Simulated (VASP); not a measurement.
# TiC in VASP: a series of runs

The runs below take TiC through single point, with PBE.

Everything below comes from runs of VASP 6.6.1. Logs are shortened: lines on timing, memory, paths and dates and some standing lists are left out, and cuts for length are marked.

### 1 The cell of the first run

Symmetry: Fm-3m, No. 225, cubic system. Conventional cell: a = 4.393 Å, b = 4.393 Å, c = 4.393 Å, α = 90.00°, β = 90.00°, γ = 90.00°. Ti (site symmetry m-3m) has 6 C at 2.20 Å within 2.9 Å. Within 2.9 Å of C (site symmetry m-3m) lie 6 Ti at 2.20 Å.

### 2 Single point, PBE (strain +0.015 along x and y, +0.015 along z)

INCAR

```
PREC = Accurate ; ENCUT = 520
EDIFF = 1E-7 ; ISMEAR = 0
SIGMA = 0.15 ; LREAL = False
LASPH = True ; NELM = 80
ALGO = Normal ; ISIF = 2
LWAVE = False ; LCHARG = False
GGA = PE ; NBANDS = 15
```

KPOINTS

```
regular mesh
0
Gamma
  18 18 18
```

POSCAR

```
TiC
1.0
    0.0000000000      2.1964600000      2.1964600000
    2.1964600000      0.0000000000      2.1964600000
    2.1964600000      2.1964600000      0.0000000000
Ti C
1 1
Direct
    0.0000000000      0.0000000000      0.0000000000
    0.5000000000      0.5000000000      0.5000000000
```

Potentials or basis: VASP PAW PBE potentials, release 64 (Ti_sv, C).

Started as:

```sh
cat potpaw_PBE.64/Ti_sv/POTCAR potpaw_PBE.64/C/POTCAR > POTCAR
mpirun -np 1 vasp_std > vasp.out
```

OUTCAR:

```text
PREC = Accurate
   ENCUT = 520
   EDIFF = 1E-7
   ISMEAR = 0
   LREAL = False
   LASPH = True
   NELM = 80
   ISIF = 2
   GGA = PE

 ion  position               nearest neighbor table
   1  0.000  0.000  0.000-   2 2.20   2 2.20   2 2.20   2 2.20   2 2.20   2 2.20
   2  0.500  0.500  0.500-   1 2.20   1 2.20   1 2.20   1 2.20   1 2.20   1 2.20

  LATTYP: Found a face centered cubic cell.
 ALAT       =     4.3929200000

  Lattice vectors:

 A1 = (   0.0000000000,   2.1964600000,   2.1964600000)
 A2 = (   2.1964600000,   0.0000000000,   2.1964600000)
 A3 = (   2.1964600000,   2.1964600000,   0.0000000000)

Analysis of symmetry for initial positions (statically):
=====================================================================
 Subroutine PRICEL returns:
 Original cell was already a primitive cell.

 Routine SETGRP: Setting up the symmetry group for a
 face centered cubic supercell.

 Subroutine GETGRP returns: Found 48 space group operations
 (whereof 48 operations were pure point group operations)
 out of a pool of 48 trial point group operations.

The static configuration has the point symmetry O_h .

Analysis of symmetry for dynamics (positions and initial velocities):
=====================================================================
 Subroutine PRICEL returns:
 Original cell was already a primitive cell.

 Routine SETGRP: Setting up the symmetry group for a
 face centered cubic supercell.

 Subroutine GETGRP returns: Found 48 space group operations
 (whereof 48 operations were pure point group operations)
 out of a pool of 48 trial point group operations.

The dynamic configuration has the point symmetry O_h .

 Subroutine INISYM returns: Found 48 space group operations
 (whereof 48 operations are pure point group operations),
 and found     1 'primitive' translations

----------------------------------------------------------------------------------------

                                     Primitive cell

  volume of cell :      21.1934

  direct lattice vectors                    reciprocal lattice vectors
     0.000000000  2.196460000  2.196460000    -0.227639019  0.227639019  0.227639019
     2.196460000  0.000000000  2.196460000     0.227639019 -0.227639019  0.227639019
     2.196460000  2.196460000  0.000000000     0.227639019  0.227639019 -0.227639019

  length of vectors
     3.106263521  3.106263521  3.106263521     0.394282347  0.394282347  0.394282347

  position of ions in fractional coordinates (direct lattice)
     0.000000000  0.000000000  0.000000000
     0.500000000  0.500000000  0.500000000

  ion indices of the primitive-cell ions
   primitive index   ion index
                 1           1
[... 80 lines left out ...]
   ISYM   =      2    0-nonsym 1-usesym 2-fastsym
   POTIM  = 0.5000    time-step for ionic-motion
   TEBEG  =    0.0;   TEEND  =   0.0 temperature during run
   PSTRESS=    0.0 pullay stress
   NELECT =      16.0000    total number of electrons
   NUPDOWN=      -1.0000    fix difference up-down
   EMIN   =  10.00;   EMAX   =-10.00  energy-range for DOS
   EFERMI =   0.00;   METHOD = LEGACY
   ISMEAR =     0;   SIGMA  =   0.15  broadening in eV -4-tet -1-fermi 0-gaus
   EFERMI_NEDOS =   21; number of points for ismear=-14 and -15
   IALGO  =     38    algorithm
   IMIX   =      4    mixing-type and parameters
     AMIX     =   0.40;   BMIX     =  1.00
     AMIX_MAG =   1.60;   BMIX_MAG =  1.00
  volume/ion in A,a.u.               =      10.60        71.51
  Fermi-wavevector in a.u.,A,eV,Ry     =   1.490670  2.816958 30.233468  2.222097
  Thomas-Fermi vector in A             =   2.603423
   LORBIT       =      0    0 simple, 1 ext, 2 COOP (PROOUT), +10 PAW based schemes
   GGA     = PE    functional components
   LHFCALC =     F    Hartree Fock is set to
   AEXX    =    0.0000 exact exchange contribution
   IVDW    =     0    specifies the selected vdW correction
   LEPSILON=     F    determine dielectric tensor
   LRPA    =     F    only Hartree local field effects (RPA)
 non-spin polarized calculation
 Gauss-broadening in eV      SIGMA  =   0.15
  energy-cutoff  :      520.00
  volume of cell :       21.19
 maximum number of plane-waves:       588
   NGX = 11   NGY = 11   NGZ = 11

 number of electron      15.9999996 magnetization

 Free energy of the ion-electron system (eV)
  ---------------------------------------------------
  ext. energy  EPLUGINS =         0.00000000
  ---------------------------------------------------
  free energy    TOTEN  =       -18.68641872 eV

  energy without entropy =      -18.68293546  energy(sigma->0) =      -18.68467709

 E-fermi :   8.9292     XC(G=0): -12.4803

 val. band max:        8.9287601166   @ k =   0.2778   0.2222   0.0000
 cond. band min:       8.9563778201   @ k =   0.1667   0.1667   0.0000
 fundamental gap:      0.0276177036
 Fermi energy:         8.9292415906

 k-point     1 :       0.0000    0.0000    0.0000
  band No.  band energies     occupation
      1     -47.7907      2.00000
      2     -23.8346      2.00000
      3     -23.8346      2.00000
      4     -23.8346      2.00000
      5      -3.2740      2.00000
      6       9.5978      0.00000
      7       9.5978      0.00000
      8       9.5978      0.00000
      9      10.5443      0.00000
     10      10.5443      0.00000
     11      10.5475      0.00000
     12      10.5475      0.00000
     13      10.5475      0.00000
     14      18.7942      0.00000
[... 401 lines left out ...]
      2     -24.0381      2.00000
      3     -23.8691      2.00000
      4     -23.8490      2.00000
      5      -2.0721      2.00000
      6       6.3644      2.00000
      7       7.2500      2.00000
      8       7.4776      2.00000
      9      10.3752      0.00000
     10      10.7542      0.00000
     11      11.6798      0.00000
     12      13.8245      0.00000
     13      14.8209      0.00000
     14      19.7288      0.00000
     15      22.7325      0.00000

 [... further k-points ...]
[... 5 lines left out ...]
  --------------------------------------------------------------------------------------
  -------------------------------------------------------------------------------------
  Total       -1.2235165     -1.2235165     -1.2235165      0.0000000      0.0000000      0.0000000
  in kB      -92.4954835    -92.4954835    -92.4954835      0.0000000      0.0000000      0.0000000
  external PRESSURE =     -92.4954835 kB  Pullay stress =       0.0000000 kB

 VOLUME and BASIS-vectors are now :
 -----------------------------------------------------------------------------
  energy-cutoff  :      520.00
  volume of cell :       21.19
      direct lattice vectors                 reciprocal lattice vectors
     0.000000000  2.196460000  2.196460000    -0.227639019  0.227639019  0.227639019
     2.196460000  0.000000000  2.196460000     0.227639019 -0.227639019  0.227639019
     2.196460000  2.196460000  0.000000000     0.227639019  0.227639019 -0.227639019

 POSITION                                       TOTAL-FORCE (eV/Angst)
 -----------------------------------------------------------------------------------
      0.00000      0.00000      0.00000         0.000000     -0.000000      0.000000
      2.19646      2.19646      2.19646        -0.000000      0.000000     -0.000000
 -----------------------------------------------------------------------------------
    total drift:                                0.000000     -0.000000     -0.000000

  FREE ENERGIE OF THE ION-ELECTRON SYSTEM (eV)
  ---------------------------------------------------
  free  energy   TOTEN  =       -18.6864187250 eV

  energy  without entropy=      -18.6829354641  energy(sigma->0) =      -18.68467709
```

Run time: 40 s. Hardware: 1 thread of Intel Xeon Platinum 8124M at 3.00GHz (Skylake/Cascade Lake), shared host; peak memory 0.18 GiB.

What came out:

```
Free energy            : -18.6864 eV
Pressure               : -9.2 GPa
Band gap on the k mesh : zero (band 8 reaches 9.60 eV, above the bottom of band 9 at 8.52 eV)
```

Caveat: the cell differs from its parent crystal (strain +0.015 along x and y, +0.015 along z).

### 3 Single point, PBE (strain +0.030 along x and y, +0.030 along z)

INCAR

```
PREC     = Accurate       # precision mode
ENCUT    = 520            # plane-wave cutoff, eV
EDIFF    = 1E-7           # SCF threshold, eV
ISMEAR   = 0              # smearing method
SIGMA    = 0.15           # smearing width, eV
LREAL    = F              # projectors in reciprocal space
LASPH    = T              # aspherical terms in the spheres
NELM     = 60             # most SCF steps
ALGO     = Normal         # electronic algorithm
ISIF     = 2              # what is computed and relaxed
LWAVE    = F              # write WAVECAR
LCHARG   = T              # write CHGCAR
GGA      = PE             # functional
LELF     = T              # ELF
LVHAR    = T            
NBANDS   = 15             # bands
```

KPOINTS

```
Automatic mesh
0
Gamma
  18 18 18
```

POSCAR

```
TiC
1.0
    0.0000000000      2.2289200000      2.2289200000
    2.2289200000      0.0000000000      2.2289200000
    2.2289200000      2.2289200000      0.0000000000
Ti C
1 1
Direct
    0.0000000000      0.0000000000      0.0000000000
    0.5000000000      0.5000000000      0.5000000000
```

Potentials or basis: VASP PAW PBE potentials, release 64 (Ti_sv, C).

Started as:

```sh
cat potpaw_PBE.64/Ti_sv/POTCAR potpaw_PBE.64/C/POTCAR > POTCAR
mpirun -np 1 vasp_std > vasp.out
```

Wall time 46 s (1 thread of Intel Xeon Platinum 8124M at 3.00GHz (Skylake/Cascade Lake), shared host); peak memory 0.18 GiB.

Results (log left out):

```yaml
Free_energy: -18.6056 eV
Pressure: -17.7 GPa
Band_gap_on_the_k_mesh: zero (band 8 reaches 9.08 eV, above the bottom of band 9 at 8.04 eV)
```

Levels at points of the mesh, in eV from the Fermi level:
| k point | band 6 | band 7 | band 8 | band 9 | band 10 | band 11 |
| --- | --- | --- | --- | --- | --- | --- |
| (0.00, 0.00, 0.00) | 0.65 | 0.65 | 0.65 | 1.52 | 1.52 | 1.56 |
| (0.50, 0.00, 0.00) | -5.45 | -2.64 | -2.64 | 2.58 | 2.58 | 3.62 |
| (0.50, 0.50, 0.00) | -3.35 | -1.39 | -0.10 | -0.10 | 2.39 | 3.10 |

Caveat: the cell differs from its parent crystal (strain +0.030 along x and y, +0.030 along z).

### 4 Single point, PBE (strain -0.030 along x and y, +0.030 along z)

INCAR

```
SYSTEM = TiC
PREC = Accurate ; ENCUT = 520
EDIFF = 1E-7 ; ISMEAR = 0
SIGMA = 0.15 ; LREAL = .FALSE.
LASPH = .TRUE. ; NELM = 60
ALGO = Normal ; ISIF = 2
LWAVE = .FALSE. ; LCHARG = .FALSE.
GGA = PE ; NBANDS = 15
```

KPOINTS

```
regular mesh
0
G
  18 18 18
  0 0 0
```

POSCAR

```
TiC
1.0
    0.0000000000      2.0990800000      2.2289200000
    2.0990800000      0.0000000000      2.2289200000
    2.0990800000      2.0990800000      0.0000000000
Ti C
1 1
Direct
    0.0000000000      0.0000000000      0.0000000000
    0.5000000000      0.5000000000      0.5000000000
```

Started as:

```sh
cat potpaw_PBE.64/Ti_sv/POTCAR potpaw_PBE.64/C/POTCAR > POTCAR
mpirun -np 1 vasp_std > vasp.out
```

Run time: 73 s. Hardware: 1 thread of Intel Xeon Platinum 8124M at 3.00GHz (Skylake/Cascade Lake), shared host; peak memory 0.26 GiB.

Results (log left out):

| Property | Result |
| --- | --- |
| Free energy | -18.6262 eV |
| Pressure | 11.3 GPa |
| Band gap on the k mesh | zero (band 8 reaches 10.69 eV, above the bottom of band 9 at 9.23 eV) |

Stress tensor (GPa, compression positive):
```
19.81  0.00  0.00
 0.00 19.81  0.00
 0.00  0.00 -5.59
```

Levels at points of the mesh, in eV from the Fermi level:
```tsv
k point	band 5	band 6	band 7	band 8	band 9	band 10	band 11	band 12
(0.00, 0.00, 0.00)	-12.57	0.39	0.87	0.87	1.46	1.54	1.79	1.79
(0.50, 0.00, 0.00)	-8.90	-6.01	-3.11	-2.99	2.93	3.18	4.33	8.00
(0.50, 0.50, 0.00)	-10.36	-3.88	-1.67	0.29	0.29	2.83	3.64	3.64
(0.50, 0.00, 0.50)	-10.24	-3.23	-1.75	-0.18	-0.13	2.79	3.47	3.90
```

Caveat: the cell differs from its parent crystal (strain -0.030 along x and y, +0.030 along z).

### 5 Single point, PBE (strain +0.000 along x and y, -0.030 along z)

INCAR

```
PREC = Accurate
ENCUT = 520
EDIFF = 1E-6
ISMEAR = 0
SIGMA = 0.15
LREAL = False
LASPH = True
NELM = 80
ALGO = Normal
ISIF = 2
LWAVE = False
LCHARG = True
GGA = PE
LELF = True
LVHAR = True
NBANDS = 15
```

KPOINTS

```
regular mesh
0
Gamma
  18 18 18
```

POSCAR

```
TiC
1.0
    0.0000000000      2.1640000000      2.0990800000
    2.1640000000      0.0000000000      2.0990800000
    2.1640000000      2.1640000000      0.0000000000
Ti C
1 1
Direct
    0.0000000000      0.0000000000      0.0000000000
    0.5000000000      0.5000000000      0.5000000000
```

Started as:

```sh
cat potpaw_PBE.64/Ti_sv/POTCAR potpaw_PBE.64/C/POTCAR > POTCAR
mpirun -np 1 vasp_std > vasp.out
```

It took 73 s on 1 thread of Intel Xeon Platinum 8124M at 3.00GHz (Skylake/Cascade Lake), shared host; peak memory 0.26 GiB.

The run converged. Its results:

- Free energy: -18.6732 eV
- Pressure: 9.8 GPa
- Band gap on the k mesh: zero (band 8 reaches 10.67 eV, above the bottom of band 9 at 9.18 eV)

Stress tensor (GPa, compression positive):
```
 4.93  0.00  0.00
 0.00  4.93  0.00
 0.00  0.00 19.47
```

Levels at points of the mesh, in eV from the Fermi level:
```csv
k point,band 6,band 7,band 8,band 9,band 10,band 11
"(0.00, 0.00, 0.00)",0.62,0.62,0.86,1.66,1.67,1.67
"(0.50, 0.00, 0.00)",-6.00,-3.04,-2.99,2.97,3.12,4.29
"(0.50, 0.50, 0.00)",-3.22,-1.76,-0.17,-0.17,2.83,3.68
"(0.50, 0.00, 0.50)",-3.57,-1.70,0.05,0.09,2.81,3.57
```

Caveat: the cell differs from its parent crystal (strain +0.000 along x and y, -0.030 along z).

### 6 The runs side by side

| cell | gap on the mesh (eV) | pressure (GPa) |
| --- | --- | --- |
| a = 3.106 Å, angles 60.0°, 2 atoms | none | -9.2 |
| a = 3.152 Å, angles 60.0°, 2 atoms | none | -17.7 |
| a = 3.062, b = 3.062, c = 2.969 Å, angles 61.0, 61.0, 58.0°, 2 atoms | none | 11.3 |
| a = 3.015, b = 3.015, c = 3.060 Å, angles 59.5, 59.5, 61.0°, 2 atoms | none | 9.8 |

Alike in all rows: task single point; level PBE; potentials or basis VASP PAW PBE potentials, release 64 (Ti_sv, C); no spin polarisation; k mesh 18 × 18 × 18; cutoff (eV) 520; smearing gaussian 0.15 eV.

Total energies depend on the potentials used, so only differences within one code and one set of settings carry meaning.
